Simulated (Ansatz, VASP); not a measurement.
**MnAgC4N4: VASP beside Ansatz**

INCAR

```
SYSTEM = MnAgC4N4
  PREC = Accurate
  ENCUT = 520
  EDIFF = 1E-6
  ISMEAR = 0
  SIGMA = 0.1
  LREAL = .FALSE.
  LASPH = .TRUE.
  NELM = 150
  ALGO = Normal
  ISIF = 2
  LWAVE = .FALSE.
  LCHARG = .FALSE.
  ISPIN = 2
  MAGMOM = 4 0 0 0 0 0 0 0 0 0
  LORBIT = 11
  LMAXMIX = 4
  GGA = PE
  NBANDS = 45
```

File KPOINTS:

```
regular mesh
0
G
  4 4 4
  0 0 0
```

Contents of POSCAR:

```
MnAgC4N4
1.0
    6.0298462100      0.0000000000      0.0000000000
    0.0000000000      6.0298462100      0.0000000000
    0.0000000000      0.0000000000      6.0298462100
Mn Ag C N
1 1 4 4
Direct
    0.5000000000      0.5000000000      0.5000000000
    0.0000000000      0.0000000000      0.0000000000
    0.1936039800      0.1936039800      0.1936039800
    0.1936039800      0.8063960200      0.8063960200
    0.8063960200      0.1936039800      0.8063960200
    0.8063960200      0.8063960200      0.1936039800
    0.3056300300      0.3056300300      0.3056300300
    0.3056300300      0.6943699700      0.6943699700
    0.6943699700      0.3056300300      0.6943699700
    0.6943699700      0.6943699700      0.3056300300
```

Input for Ansatz:

```yaml
crystal:
  lattice:
    - [6.02984621, 0.0, 0.0]
    - [0.0, 6.02984621, 0.0]
    - [0.0, 0.0, 6.02984621]
  atoms:
    - { symbol: Mn, position: [0.5, 0.5, 0.5], spin: 4.0 }
    - { symbol: Ag, position: [0.0, 0.0, 0.0] }
    - { symbol: C, position: [0.19360398, 0.19360398, 0.19360398] }
    - { symbol: C, position: [0.19360398, 0.80639602, 0.80639602] }
    - { symbol: C, position: [0.80639602, 0.19360398, 0.80639602] }
    - { symbol: C, position: [0.80639602, 0.80639602, 0.19360398] }
    - { symbol: "N", position: [0.30563003, 0.30563003, 0.30563003] }
    - { symbol: "N", position: [0.30563003, 0.69436997, 0.69436997] }
    - { symbol: "N", position: [0.69436997, 0.30563003, 0.69436997] }
    - { symbol: "N", position: [0.69436997, 0.69436997, 0.30563003] }
basis:
  ecutwfc: 420
kpoints:
  mp_grid: { grid: [4, 4, 4] }
hamiltonian:
  xc: pbe
scf:
  occupations: { method: gaussian, width: 0.1 }
  lower_state_search: "off"
output:
  forces: true
  stress: true
  eigenvalues: true
  populations: true
magnetization:
  spin_polarized: true
```

Alike in both runs: task single point; functional PBE; k mesh 4 × 4 × 4; occupations gaussian, width 0.1 eV; collinear spin.

```csv
,VASP,Ansatz
version,VASP 6.6.1,Ansatz 0.2.0
potentials or method,"VASP PAW PBE potentials, release 64 (Mn_pv, Ag, C, N), cutoff 520 eV","scalar-relativistic, plane waves, PAW"
valence electrons in the cell,60,70
```

Ansatz gave:

| Property | Result |
| --- | --- |
| gap on the k mesh at the Fermi level (eV) | none |
| pressure (GPa) | 1.8 |
| rms of the force components (eV/Å) | 0.493 |
| net moment per atom (μB) | 0.40 |
| size of the moment on the site where the two differ most (μB) | 3.61 |

Problem. Which values does VASP return?

Solution. gap on the k mesh at the Fermi level (eV): none; pressure (GPa): 2.2; rms of the force components (eV/Å): 0.542; net moment per atom (μB): 0.40; size of the moment on the site where the two differ most (μB): 4.04.

Site moments also hang on the region over which each program counts them. Atom by atom the forces differ by 0.189 eV/Å (rms over components). A gap of «none» marks a metal or a gap that the smearing closes. VASP's potentials hold 60 valence electrons a cell and Ansatz's 70, so a difference there can come from the potentials and not from the codes.

Noted on VASP's run: the standard files for N, O and F lose accuracy on very short bonds.
